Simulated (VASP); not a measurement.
Here is a VASP 6.6.1 calculation.

INCAR

```
SYSTEM = La2Pb
PREC = Accurate ; ENCUT = 600
EDIFF = 1E-6 ; ISMEAR = 0
SIGMA = 0.1 ; LREAL = .FALSE.
LASPH = .TRUE. ; NELM = 60
ALGO = Normal ; ISIF = 3
LWAVE = .FALSE. ; LCHARG = .FALSE.
GGA = PE ; IBRION = 2
NSW = 90 ; EDIFFG = -0.04
```

File KPOINTS:

```
regular mesh
0
G
  6 6 4
  0 0 0
```

POSCAR

```
La2Pb
1.0
    4.0493255000      0.0000000000      0.0000000000
   -2.0246627500      3.5068187500      0.0000000000
    0.0000000000      0.0000000000      6.8751901900
La Pb
2 1
Direct
    0.3333333300      0.6666666700      0.2577550100
    0.6666666700      0.3333333300      0.7422449900
    0.0000000000      0.0000000000      0.5000000000
```

Potentials or basis: VASP PAW PBE potentials, release 64 (La, Pb_d).

The run is started by

```console
$ cat potpaw_PBE.64/La/POTCAR potpaw_PBE.64/Pb_d/POTCAR > POTCAR
$ mpirun -np 1 vasp_std > vasp.out
```

**Question.** Estimate the band gap on the k mesh.

**Answer.** Zero (bands 18 and 19 overlap by 0.21 eV).

**Question.** Predict the space group after relaxing (to 0.1 Å).

**Answer.** P-3m1 (No. 164).

**Question.** Estimate the relaxed cell.

**Answer.** a = 4.498 Å, b = 4.498 Å, c = 6.761 Å, α = 90.00°, β = 90.00°, γ = 120.00°.

**Question.** Predict the relaxed volume.

**Answer.** 39.49 Å³/atom.

Forces in eV/Å, atoms in the order of the input:
```
La   0.000  0.000  0.007
La   0.000  0.000 -0.007
Pb   0.000  0.000  0.000
```

Caveat: the volume moved by over 15 % at a fixed basis, so the end points are rough; spin-orbit coupling is left out, which moves the levels of the heavy elements.
